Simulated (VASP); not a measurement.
## VH: single point with PBEsol

The system is VH.

```
V H
1.0
     0.00000    1.93721    1.93721
     1.93721    0.00000    1.93721
     1.93721    1.93721    0.00000
V H
1 1
Cartesian
  0.0000 0.0000 0.0000
  1.9372 1.9372 1.9372
```

```yaml
Program: VASP 6.6.1
Task: single point
Functional: PBEsol
Potentials_or_basis: VASP PAW PBE potentials, release 64 (V_sv, H)
Cutoff: 520 eV
k_mesh: 13 × 13 × 13
Occupations: fermi-dirac, width 0.1 eV
Spin: collinear spin, ferromagnetic start
Starting_moments: "[1.5, 0.0] μB"
```

* Pressure: 5.0 GPa
* Band gap on the k mesh: zero (filled and empty bands overlap)
* Net moment: 0.00 μB per cell
* Valence electrons inside the program's atomic spheres: V 11.73; H 0.58

Levels at points of the mesh, in eV from the Fermi level:
Spin up:
| k point | band 5 | band 6 | band 7 | band 8 | band 9 | band 10 |
| --- | --- | --- | --- | --- | --- | --- |
| (0.00, 0.00, 0.00) | -10.73 | -0.07 | -0.07 | -0.07 | 1.51 | 1.51 |
Spin down:
```tsv
k point	band 3	band 4	band 5	band 6	band 7	band 8	band 9	band 10	band 11	band 12
(0.00, 0.00, 0.00)	-37.39	-37.39	-10.73	-0.07	-0.07	-0.07	1.51	1.51	13.25	16.73
```

Wall time 27 s on 1 thread of AMD EPYC 7R13 Processor (Zen 3), on a shared host, peak memory 0.12 GiB.

Caveat: the cell stands under pressure; the moments typed at the start vanished in this run; the PAW data sets were made with another functional, which shifts forces and pressure a little.
